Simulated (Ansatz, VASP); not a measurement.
# Two plane-wave programs on Mg2SO

File POSCAR:

```
Mg2SO
1.0
    3.5975598048      0.0000000000      0.0000000000
    0.0000000000      3.5975598048      0.0000000000
    0.0000000000      0.0000000000      4.6343206757
O Mg S
1 2 1
Direct
    0.0000000000      0.0000000000      0.0000000000
    0.0000000000      0.0000000000      0.5000000000
    0.5000000000      0.5000000000      0.0000000000
    0.5000000000      0.5000000000      0.5000000000
```

The input INCAR.step1:

```
SYSTEM = Mg2SO
PREC = Accurate
ENCUT = 520
ISMEAR = 0
SIGMA = 0.01
LREAL = .False.
LASPH = .True.
NELM = 60
NBANDS = 16
GGA = PE
ALGO = Normal
EDIFF = 1E-4
LWAVE = .True.
LCHARG = .False.
```

The input INCAR.step2:

```
SYSTEM = Mg2SO
PREC = Accurate
ENCUT = 520
EDIFF = 1E-7
ISMEAR = 0
SIGMA = 0.01
LREAL = .False.
LASPH = .True.
NELM = 60
ALGO = Normal
ISIF = 2
LWAVE = .False.
LCHARG = .False.
METAGGA = R2SCAN
LMIXTAU = .True.
NBANDS = 16
ISTART = 1
```

KPOINTS

```
regular mesh
0
Gamma
  8 8 6
  0 0 0
```

Input for Ansatz:

```yaml
crystal:
  lattice:
    - [3.5975598048, 0.0, 0.0]
    - [0.0, 3.5975598048, 0.0]
    - [0.0, 0.0, 4.6343206757]
  atoms:
    - { symbol: O, position: [0.0, 0.0, 0.0] }
    - { symbol: Mg, position: [0.0, 0.0, 0.5] }
    - { symbol: S, position: [0.5, 0.5, 0.5] }
    - { symbol: Mg, position: [0.5, 0.5, 0.0] }
kpoints:
  mp_grid: { grid: [8, 8, 6] }
  band_path:
    path:
      - [0.0, 0.0, 0.0]
      - [0.0, 0.5, 0.0]
      - [0.5, 0.5, 0.0]
      - [0.0, 0.0, 0.5]
      - [0.0, 0.5, 0.5]
      - [0.5, 0.5, 0.5]
    npoints: 1
hamiltonian:
  xc: r2scan
scf:
  occupations: { method: fixed }
  n_extra_bands: 5
output:
  forces: true
  stress: true
  eigenvalues: true
```

Change from the starting cell: epitaxial_xy strain +5.5%.

Alike in both runs: task single point; functional r2SCAN; k mesh 8 × 8 × 6; no spin polarisation.

|  | VASP | Ansatz |
| --- | --- | --- |
| version | VASP 6.6.1 | Ansatz 0.2.0 |
| potentials or method | VASP PAW PBE potentials, release 64 (O, Mg, S) | plane waves, PAW |
| plane-wave cutoff (eV) | 520 | 500 |
| occupations | gaussian, width 0.01 eV | fixed |
| valence electrons in the cell | 16 | 32 |

VASP gave:

- gap on the k mesh at the Fermi level (eV): 3.57
- pressure (GPa): -6.2

Task: Which values does Ansatz return?

Result: gap on the k mesh at the Fermi level (eV): 3.59; pressure (GPa): -5.7.

VASP's potentials were made for PBE, not for r2SCAN. VASP's potentials hold 16 valence electrons a cell and Ansatz's 32, so a difference there can come from the potentials and not from the codes.
